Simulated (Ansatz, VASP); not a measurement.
Hf: VASP beside Ansatz

```
Hf
1.0
    -3.57951    3.57802    1.51970
     3.57802   -3.57951    1.51970
     1.89377    1.89377   -1.52242
Hf
2
Direct
  0.99991 0.00009 0.00000
  0.75009 0.24991 0.50000
```

Alike in both runs: task single point; functional PBEsol; k mesh 14 × 14 × 13; occupations fermi-dirac, width 0.1 eV; no spin polarisation.

|  | VASP | Ansatz |
| --- | --- | --- |
| version | VASP 6.6.1 | Ansatz 0.2.0 |
| potentials or method | VASP PAW PBE potentials, release 64 (Hf_pv), cutoff 520 eV | plane waves (420 eV) with PAW, scalar-relativistic |
| valence electrons in the cell | 20 | 52 |

```csv
,VASP,Ansatz,Ansatz less VASP
pressure (GPa),4.3,4.6,+0.31
"traceless stress, the component that is largest in VASP (GPa)",-0.13,-0.15,-0.018
```

VASP's potentials were made for PBE, not for PBEsol, and Ansatz warns of the same on its side. The functional is the same, so the differences come from potentials, cutoffs and numerics. VASP's potentials hold 20 valence electrons a cell and Ansatz's 52, so a difference there can come from the potentials and not from the codes.

Neither program's run includes spin-orbit coupling.
